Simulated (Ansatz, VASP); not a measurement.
**Rb3NaO2 in VASP and in Ansatz**

```
Rb Na O
1.0
     4.97447    0.00000    0.00000
    -2.48724    4.30802    0.00000
     0.00000    0.00000    9.73097
Rb Na O
3 1 2
Direct
  0.33333 0.66667 0.78445
  0.66667 0.33333 0.21555
  0.00000 0.00000 0.50000
  0.00000 0.00000 0.00000
  0.00000 0.00000 0.22501
  0.00000 0.00000 0.77499
```

Alike in both runs: task single point; functional PBE; k mesh 6 × 6 × 2; occupations gaussian, width 0.1 eV; collinear spin.

|  | VASP | Ansatz |
| --- | --- | --- |
| version | VASP 6.6.1 | Ansatz 0.2.0 |
| potentials or method | VASP PAW PBE potentials, release 64 (Rb_sv, Na_pv, O), cutoff 520 eV | scalar-relativistic, plane waves, PAW |
| valence electrons in the cell | 46 | 48 |

Ansatz gave:

```
pressure (GPa)                                                : -0.1
traceless stress, the component that is largest in VASP (GPa) : -0.02
rms of the force components (eV/Å)                            : 0.014
net moment per atom (μB)                                      : 0.00
```

Q: Which values does VASP return?

A: Pressure (GPa): -0.1; traceless stress, the component that is largest in VASP (GPa): 0.06; rms of the force components (eV/Å): 0.016; net moment per atom (μB): 0.00.

Atom by atom the forces differ by 0.002 eV/Å (rms over components). The functional is the same, so the differences come from potentials, cutoffs and numerics. VASP's potentials hold 46 valence electrons a cell and Ansatz's 48, so a difference there can come from the potentials and not from the codes. Ansatz's warnings: filled band counts differ across k points, seeded moment not kept.
